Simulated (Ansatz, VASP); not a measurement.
## Two plane-wave programs on Al

```
CELL_PARAMETERS angstrom
2.81246 0.00000 0.00000
-1.40623 2.43566 0.00000
0.00000 0.00000 4.86685
ATOMIC_POSITIONS crystal
Al 0.33333 0.66667 0.25000
Al 0.66667 0.33333 0.75000
```

Alike in both runs: task relaxation of cell and atoms; functional PBE0; k mesh 6 × 6 × 3; occupations fermi-dirac, width 0.05 eV; no spin polarisation.

|  | VASP | Ansatz |
| --- | --- | --- |
| version | VASP 6.6.1 | Ansatz 0.2.0 |
| potentials or method | VASP PAW PBE potentials, release 64 (Al) | Ansatz PAW |
| plane-wave cutoff (eV) | 600 | 420 |
| valence electrons in the cell | 6 | 6 |

|  | VASP | Ansatz | Ansatz less VASP |
| --- | --- | --- | --- |
| gap on the k mesh at the Fermi level, each at its own relaxed structure (eV) | none | none | - |
| relaxed volume (Å³/atom) | 16.68 | 16.60 | -0.080 |
| relaxed cell length with the largest relative difference (Å) | 4.697 | 4.534 | -0.1627 |

A gap of «none» marks a metal or a gap that the smearing closes.

The k mesh is coarse, so the values compare programs but aren't converged. Noted on Ansatz's run: the plane-wave basis is chosen anew once the cell has moved, so the energies of steps on either side of that aren't comparable.
